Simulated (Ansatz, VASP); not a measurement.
# ZrC: VASP beside Ansatz

```
CELL_PARAMETERS angstrom
0.00000 2.31845 2.31845
2.31845 0.00000 2.31845
2.31845 2.31845 0.00000
ATOMIC_POSITIONS crystal
Zr 0.50000 0.50000 0.50000
C 0.00000 0.00000 0.00000
```

Change from the starting cell: volume scaled by 0.96, PAW files.

Alike in both runs: task electric field gradients; functional PBE; k mesh 15 × 15 × 15; occupations fermi-dirac, width 0.05 eV; no spin polarisation.

|  | VASP | Ansatz |
| --- | --- | --- |
| version | VASP 6.6.1 | Ansatz 0.2.0 |
| potentials or method | VASP PAW PBE potentials, release 64 (Zr_sv, C) | PAW with Ansatz's default frozen-core files, scalar-relativistic |
| plane-wave cutoff (eV) | 520 | 420 |
| valence electrons in the cell | 16 | 16 |

```tsv
	VASP	Ansatz	Ansatz less VASP
pressure (GPa)	11.5	11.2	-0.28
```
